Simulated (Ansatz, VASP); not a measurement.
**One calculation of SnO, two programs**

```
CELL_PARAMETERS angstrom
3.82015 0.00030 0.00000
-0.00031 3.82015 0.00000
0.00000 0.00000 22.22608
ATOMIC_POSITIONS crystal
Sn 0.99995 0.99995 0.20246
Sn 0.49995 0.49995 0.30878
Sn 0.49995 0.62495 0.50675
Sn 0.99995 0.12495 0.61307
O 0.99995 0.49995 0.25562
O 0.49995 0.99995 0.25562
O 0.49994 0.12494 0.55991
O 0.99994 0.62494 0.55991
```

Alike in both runs: task single point; functional PBE; dispersion D3(BJ); k mesh 7 × 7 × 1; occupations gaussian, width 0.05 eV; no spin polarisation.

```csv
,VASP,Ansatz
version,VASP 6.6.1,Ansatz 0.2.0
potentials or method,"VASP PAW PBE potentials, release 64 (Sn_d, O), cutoff 520 eV","scalar-relativistic, plane waves, PAW"
valence electrons in the cell,80,80
```

|  | VASP | Ansatz | Ansatz less VASP |
| --- | --- | --- | --- |
| gap on the k mesh at the Fermi level (eV) | 2.56 | 2.57 | +0.008 |
| least direct gap on the mesh (eV) | 2.59 | 2.64 | +0.042 |
| rms of the force components (eV/Å) | 0.035 | 0.007 | -0.0284 |

Ansatz's warnings: structure snapped to symmetry.
